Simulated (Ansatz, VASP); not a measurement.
## Two plane-wave programs on Ge

```
CELL_PARAMETERS angstrom
0.00000 2.68733 2.97021
2.68733 0.00000 2.97021
2.68733 2.68733 0.00000
ATOMIC_POSITIONS crystal
Ge 0.50000 0.50000 0.50000
Ge 0.75000 0.75000 0.75000
```

Change from the starting cell: strain -0.050 along x and y, +0.050 along z, atoms carried along.

Alike in both runs: task single point; functional r2SCAN; k mesh 10 × 10 × 10; occupations gaussian, width 0.05 eV; no spin polarisation.

|  | VASP | Ansatz |
| --- | --- | --- |
| version | VASP 6.6.1 | Ansatz 0.2.0 |
| potentials or method | VASP PAW PBE potentials, release 64 (Ge_d), cutoff 520 eV | scalar-relativistic, plane waves, PAW |
| valence electrons in the cell | 28 | 28 |

```tsv
	VASP	Ansatz	Ansatz less VASP
gap on the k mesh at the Fermi level (eV)	0.06	0.07	+0.011
least direct gap on the mesh (eV)	0.49	0.53	+0.044
pressure (GPa)	5.2	5.1	-0.11
traceless stress, the component that is largest in VASP (GPa)	-6.71	-6.75	-0.044
```

VASP's potentials were made for PBE, not for r2SCAN.
